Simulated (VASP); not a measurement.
Wanted: the native input for a VASP 6.6.1 run.

```
Task                   : single point
Functional             : PBE
Potentials or basis    : VASP PAW PBE potentials, release 64 (Ga_d, N)
Cutoff                 : 520 eV
k mesh                 : 10 × 10 × 10
Occupations            : gaussian, width 0.05 eV
Spin                   : no spin polarisation
Dipole correction      : no
Further INCAR settings : ALGO = Normal; EDIFF = 1e-07; NBANDS = 16
```

The structure of GaN lies in POSCAR:

```
GaN
1.0
    0.0000000000      2.2535006075      2.2535006075
    2.2535006075      0.0000000000      2.2535006075
    2.2535006075      2.2535006075      0.0000000000
Ga N
1 1
Direct
   -0.0096075568     -0.0096075568     -0.0096075568
    0.7500000000      0.7500000000      0.7500000000
```

This cell differs from its parent crystal: all Ga atoms moved +0.075 Å, as atom 1 towards its neighbour atom 2 (N) at 1.952 Å.

The input as run:

INCAR

```
PREC     = Accurate       # precision mode
ENCUT    = 520            # plane-wave cutoff, eV
EDIFF    = 1E-7           # SCF threshold, eV
ISMEAR   = 0              # smearing method
SIGMA    = 0.05           # smearing width, eV
LREAL    = False          # projectors in reciprocal space
LASPH    = True           # aspherical terms in the spheres
NELM     = 80             # most SCF steps
ALGO     = Normal         # electronic algorithm
ISIF     = 2              # what is computed and relaxed
LWAVE    = False          # write WAVECAR
LCHARG   = True           # write CHGCAR
GGA      = PE             # functional
LELF     = True           # ELF
LVHAR    = True         
NBANDS   = 16             # bands
```

KPOINTS

```
regular mesh
0
Gamma
  10 10 10
```

Potentials or basis: VASP PAW PBE potentials, release 64 (Ga_d, N).

Launch:

```console
$ cat potpaw_PBE.64/Ga_d/POTCAR potpaw_PBE.64/N/POTCAR > POTCAR
$ mpirun -np 1 vasp_std > vasp.out
```

Results of the run:

```
Pressure               : 5.7 GPa
Largest force          : 1.107 eV/Å
Band gap on the k mesh : 1.64 eV, direct
```

Caveat: the cell differs from its parent crystal (all Ga atoms moved +0.075 Å, as atom 1 towards its neighbour atom 2 (N) at 1.952 Å); forces of over 1 eV/Å act on the atoms, so gaps and moduli don't describe the material at rest.

Run time: 45 s on 1 thread of Intel Xeon 6975P-C, with other jobs on the host, peak memory 0.17 GiB.
